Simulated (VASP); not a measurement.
# GaCo (Pm-3m) in VASP: a series of runs

Runs on GaCo. Level: PBEsol. Tasks: single point.

Program: VASP 6.6.1. These are calculated values, not measurements. Logs are shortened: lines on timing, memory, paths and dates and some standing lists are left out, and cuts for length are marked.

## Step 1: The cell of the first run

It takes space group Pm-3m (No. 221, cubic). Conventional cell: a = 2.925 Å, b = 2.925 Å, c = 2.925 Å, α = 90.00°, β = 90.00°, γ = 90.00°. Ga (site symmetry m-3m) has 8 Co at 2.53 Å and 6 Ga at 2.93 Å within 3.3 Å. Within 3.3 Å of Co (site symmetry m-3m) lie 8 Ga at 2.53 Å and 6 Co at 2.93 Å.

## Step 2: Single point, PBEsol, collinear spin, ferromagnetic start

The input, INCAR:

```
ALGO = Normal
EDIFF = 1E-7
ENCUT = 520
GGA = PS
ISIF = 2
ISMEAR = -1
ISPIN = 2
LASPH = T
LCHARG = F
LMAXMIX = 4
LORBIT = 11
LREAL = F
LWAVE = F
MAGMOM = 0 2.5
NBANDS = 22
NELM = 150
PREC = Accurate
SIGMA = 0.1
```

The input, KPOINTS:

```
k-points
0
Gamma
  8 8 8
```

The input, POSCAR:

```
GaCo
1.0
    2.9251887149      0.0000000000      0.0000000000
    0.0000000000      2.9251887149      0.0000000000
    0.0000000000      0.0000000000      2.9251887149
Ga Co
1 1
Direct
    0.5000000000      0.5000000000      0.5000000000
    0.0000000000      0.0000000000      0.0000000000
```

Potentials or basis: VASP PAW PBE potentials, release 64 (Ga_d, Co).

Started as:

```bash
$ cat potpaw_PBE.64/Ga_d/POTCAR potpaw_PBE.64/Co/POTCAR > POTCAR
$ mpirun -np 1 vasp_std > vasp.out
```

OUTCAR:

```text
EDIFF = 1E-7
   ENCUT = 520
   GGA = PS
   ISIF = 2
   ISMEAR = -1
   ISPIN = 2
   LASPH = T
   LORBIT = 11
   LREAL = F
   NELM = 150
   PREC = Accurate

 ion  position               nearest neighbor table
   1  0.500  0.500  0.500-   2 2.53   2 2.53   2 2.53   2 2.53   2 2.53   2 2.53   2 2.53   2 2.53

   2  0.000  0.000  0.000-   1 2.53   1 2.53   1 2.53   1 2.53   1 2.53   1 2.53   1 2.53   1 2.53

  LATTYP: Found a simple cubic cell.
 ALAT       =     2.9251887149

  Lattice vectors:

 A1 = (   2.9251887149,   0.0000000000,   0.0000000000)
 A2 = (   0.0000000000,   2.9251887149,   0.0000000000)
 A3 = (   0.0000000000,   0.0000000000,   2.9251887149)

Analysis of symmetry for initial positions (statically):
=====================================================================
 Subroutine PRICEL returns:
 Original cell was already a primitive cell.

 Routine SETGRP: Setting up the symmetry group for a
 simple cubic supercell.

 Subroutine GETGRP returns: Found 48 space group operations
 (whereof 48 operations were pure point group operations)
 out of a pool of 48 trial point group operations.

The static configuration has the point symmetry O_h .

Analysis of symmetry for dynamics (positions and initial velocities):
=====================================================================
 Subroutine PRICEL returns:
 Original cell was already a primitive cell.

 Routine SETGRP: Setting up the symmetry group for a
 simple cubic supercell.

 Subroutine GETGRP returns: Found 48 space group operations
 (whereof 48 operations were pure point group operations)
 out of a pool of 48 trial point group operations.

The dynamic configuration has the point symmetry O_h .

Analysis of structural, dynamic, and magnetic symmetry:
=====================================================================
 Subroutine PRICEL returns:
 Original cell was already a primitive cell.

 Routine SETGRP: Setting up the symmetry group for a
 simple cubic supercell.

 Subroutine GETGRP returns: Found 48 space group operations
 (whereof 48 operations were pure point group operations)
 out of a pool of 48 trial point group operations.

The overall configuration has the point symmetry O_h .

 Subroutine INISYM returns: Found 48 space group operations
 (whereof 48 operations are pure point group operations),
 and found     1 'primitive' translations

----------------------------------------------------------------------------------------

                                     Primitive cell

  volume of cell :      25.0300

  direct lattice vectors                    reciprocal lattice vectors
     2.925188715  0.000000000  0.000000000     0.341858286  0.000000000  0.000000000
     0.000000000  2.925188715  0.000000000     0.000000000  0.341858286  0.000000000
     0.000000000  0.000000000  2.925188715     0.000000000  0.000000000  0.341858286

  length of vectors
     2.925188715  2.925188715  2.925188715     0.341858286  0.341858286  0.341858286

  position of ions in fractional coordinates (direct lattice)
     0.500000000  0.500000000  0.500000000
     0.000000000  0.000000000  0.000000000

  ion indices of the primitive-cell ions
   primitive index   ion index
                 1           1
                 2           2

----------------------------------------------------------------------------------------

 KPOINTS: k-points

Automatic generation of k-mesh.
 Grid dimensions read from file:
 generate k-points for:    8    8    8

 Generating k-lattice:

  Cartesian coordinates                     Fractional coordinates (reciprocal lattice)
     0.042732286  0.000000000  0.000000000     0.125000000  0.000000000  0.000000000
     0.000000000  0.042732286  0.000000000     0.000000000  0.125000000  0.000000000
     0.000000000  0.000000000  0.042732286     0.000000000  0.000000000  0.125000000

  Length of vectors
     0.042732286  0.042732286  0.042732286

  Shift w.r.t. Gamma in fractional coordinates (k-lattice)
     0.000000000  0.000000000  0.000000000

 Subroutine IBZKPT returns following result:
 ===========================================

 Found     35 irreducible k-points:

 Following reciprocal coordinates:
            Coordinates               Weight
  0.000000  0.000000  0.000000      1.000000
  0.125000  0.000000  0.000000      6.000000
  0.250000  0.000000  0.000000      6.000000
  0.375000  0.000000  0.000000      6.000000
  0.500000  0.000000  0.000000      3.000000
  0.125000  0.125000  0.000000     12.000000
[... 16 lines left out ...]
  0.375000  0.375000  0.125000     24.000000
  0.500000  0.375000  0.125000     24.000000
 [... further k-points ...]
   k-points           NKPTS =     35   k-points in BZ     NKDIM =     35   number of bands    NBANDS=     22
   number of dos      NEDOS =    301   number of ions     NIONS =      2
   total plane-waves  NPLWV =  13824
   dimension x,y,z NGX =    24 NGY =   24 NGZ =   24
   dimension x,y,z NGXF=    48 NGYF=   48 NGZF=   48
   ions per type =               1   1
   NGX,Y,Z   is equivalent  to a cutoff of  13.64, 13.64, 13.64 a.u.
   NGXF,Y,Z  is equivalent  to a cutoff of  27.28, 27.28, 27.28 a.u.
 SYSTEM =  unknown system
   PREC   = accura    normal or accurate (medium, high low for compatibility)
   ISTART =      0    job   : 0-new  1-cont  2-samecut
   ICHARG =      2    charge: 1-file 2-atom 10-const
   ISPIN  =      2    spin polarized calculation?
   LNONCOLLINEAR =      F non collinear calculations
   LSORBIT =      F    spin-orbit coupling
   LASPH  =      T    aspherical Exc in radial PAW
   ENCUT  =  520.0 eV  38.22 Ry    6.18 a.u.   5.44  5.44  5.44*2*pi/ulx,y,z
   NELM   =    150;   NELMIN=  2; NELMDL= -5     # of ELM steps
   EDIFF  = 0.1E-06   stopping-criterion for ELM
   LREAL  =      F    real-space projection
   EDIFFG = 0.1E-05   stopping-criterion for IOM
   NSW    =      0    number of steps for IOM
   IBRION =     -1    ionic relax: 0-MD 1-quasi-New 2-CG
   NFREE  =      0    steps in history (QN), initial steepest desc. (CG)
   ISIF   =      2    stress and relaxation
   ISYM   =      2    0-nonsym 1-usesym 2-fastsym
   POTIM  = 0.5000    time-step for ionic-motion
   TEBEG  =    0.0;   TEEND  =   0.0 temperature during run
   PSTRESS=    0.0 pullay stress
   NELECT =      22.0000    total number of electrons
   NUPDOWN=      -1.0000    fix difference up-down
   EMIN   =  10.00;   EMAX   =-10.00  energy-range for DOS
   EFERMI =   0.00;   METHOD = LEGACY
   ISMEAR =    -1;   SIGMA  =   0.10  broadening in eV -4-tet -1-fermi 0-gaus
   EFERMI_NEDOS =   21; number of points for ismear=-14 and -15
   IALGO  =     38    algorithm
   IMIX   =      4    mixing-type and parameters
     AMIX     =   0.40;   BMIX     =  1.00
     AMIX_MAG =   1.60;   BMIX_MAG =  1.00
  volume/ion in A,a.u.               =      12.52        84.46
  Fermi-wavevector in a.u.,A,eV,Ry     =   1.568177  2.963425 33.459177  2.459180
  Thomas-Fermi vector in A             =   2.670247
   LORBIT       =     11    0 simple, 1 ext, 2 COOP (PROOUT), +10 PAW based schemes
   GGA     = PS    functional components
   LHFCALC =     F    Hartree Fock is set to
   AEXX    =    0.0000 exact exchange contribution
   IVDW    =     0    specifies the selected vdW correction
   LEPSILON=     F    determine dielectric tensor
   LRPA    =     F    only Hartree local field effects (RPA)
 spin polarized calculation
  energy-cutoff  :      520.00
  volume of cell :       25.03
 maximum number of plane-waves:       691
 NGX is ok and might be reduce to    24
   NGX = 11   NGY = 11   NGZ = 11

 number of electron      22.0000001 magnetization       0.0027227

 Free energy of the ion-electron system (eV)
  ---------------------------------------------------
  ext. energy  EPLUGINS =         0.00000000
  ---------------------------------------------------
  free energy    TOTEN  =       -11.69421946 eV

  energy without entropy =      -11.64931475  energy(sigma->0) =      -11.67176710

 E-fermi :   8.9435     XC(G=0): -13.0660

 val. band max:        8.8713971067   @ k =   0.5000   0.3750   0.0000
 cond. band min:       8.9725692221   @ k =   0.5000   0.3750   0.1250
 fundamental gap:      0.1011721154
 Fermi energy:         8.9435493681

 spin component 1

 k-point     1 :       0.0000    0.0000    0.0000
  band No.  band energies     occupation
      1      -6.0445      1.00000
      2      -6.0445      1.00000
      3      -5.7402      1.00000
      4      -5.7402      1.00000
      5      -5.7402      1.00000
      6      -2.7283      1.00000
[... 14 lines left out ...]
     21      33.1632      0.00000
     22      33.1632      0.00000

 k-point     2 :       0.1250    0.0000    0.0000
  band No.  band energies     occupation
      1      -6.0377      1.00000
      2      -6.0088      1.00000
      3      -5.7533      1.00000
      4      -5.7533      1.00000
      5      -5.7374      1.00000
      6      -2.4437      1.00000
[... 542 lines left out ...]
 k-point    24 :       0.5000    0.3750    0.1250
  band No.  band energies     occupation
      1      -5.9976      1.00000
      2      -5.8730      1.00000
      3      -5.8589      1.00000
      4      -5.8419      1.00000
      5      -5.6337      1.00000
      6       2.8318      1.00000
[... 14 lines left out ...]
     21      31.7102      0.00000
     22      35.4516      0.00000

 [... further k-points ...]

 spin component 2

 k-point     1 :       0.0000    0.0000    0.0000
  band No.  band energies     occupation
      1      -6.0445      1.00000
      2      -6.0445      1.00000
      3      -5.7403      1.00000
      4      -5.7403      1.00000
      5      -5.7403      1.00000
      6      -2.7284      1.00000
[... 14 lines left out ...]
     21      33.1637      0.00000
     22      33.1637      0.00000

 k-point     2 :       0.1250    0.0000    0.0000
  band No.  band energies     occupation
      1      -6.0378      1.00000
      2      -6.0089      1.00000
      3      -5.7534      1.00000
      4      -5.7534      1.00000
      5      -5.7375      1.00000
      6      -2.4439      1.00000
[... 542 lines left out ...]
 k-point    24 :       0.5000    0.3750    0.1250
  band No.  band energies     occupation
      1      -5.9976      1.00000
      2      -5.8730      1.00000
      3      -5.8590      1.00000
      4      -5.8420      1.00000
      5      -5.6337      1.00000
      6       2.8319      1.00000
[... 14 lines left out ...]
     21      31.7101      0.00000
     22      35.4513      0.00000

 [... further k-points ...]
[... 5 lines left out ...]
  --------------------------------------------------------------------------------------
  -------------------------------------------------------------------------------------
  Total       -2.1981946     -2.1981946     -2.1981946     -0.0000000      0.0000000     -0.0000000
  in kB     -140.7067868   -140.7067868   -140.7067868     -0.0000000      0.0000000     -0.0000000
  external PRESSURE =    -140.7067868 kB  Pullay stress =       0.0000000 kB

 VOLUME and BASIS-vectors are now :
 -----------------------------------------------------------------------------
  energy-cutoff  :      520.00
  volume of cell :       25.03
      direct lattice vectors                 reciprocal lattice vectors
     2.925188715  0.000000000  0.000000000     0.341858286  0.000000000  0.000000000
     0.000000000  2.925188715  0.000000000     0.000000000  0.341858286  0.000000000
     0.000000000  0.000000000  2.925188715     0.000000000  0.000000000  0.341858286

 POSITION                                       TOTAL-FORCE (eV/Angst)
 -----------------------------------------------------------------------------------
      1.46259      1.46259      1.46259         0.000000      0.000000      0.000000
      0.00000      0.00000      0.00000         0.000000      0.000000      0.000000
 -----------------------------------------------------------------------------------
    total drift:                                0.000000      0.000000     -0.000000

  FREE ENERGIE OF THE ION-ELECTRON SYSTEM (eV)
  ---------------------------------------------------
  free  energy   TOTEN  =       -11.6942194578 eV

  energy  without entropy=      -11.6493147492  energy(sigma->0) =      -11.67176710

 total charge

# of ion       s       p       d       tot
------------------------------------------
    1        0.843   0.841  10.034  11.719
    2        0.374   0.414   7.477   8.265
--------------------------------------------------
tot          1.217   1.256  17.511  19.984

 magnetization (x)

# of ion       s       p       d       tot
------------------------------------------
    1       -0.000  -0.000  -0.000  -0.000
    2        0.000  -0.000   0.003   0.003
--------------------------------------------------
tot         -0.000  -0.000   0.003   0.003
```

It took 54 s on 1 thread of Intel Xeon Platinum 8259CL at 2.50GHz (Skylake/Cascade Lake), shared host; peak memory 0.16 GiB.

What came out:

- Free energy: -11.6942 eV
- Pressure: -14.1 GPa
- Band gap on the k mesh: zero (filled and empty bands overlap)
- Net moment: 0.00 μB per cell
- Valence electrons inside the program's atomic spheres: Ga 11.72; Co 8.27

Caveat: the starting moments collapsed, and a magnetic state may lie lower; the PAW data sets were made with another functional, which shifts forces and pressure a little.

(Continued in part 2 of 2.)
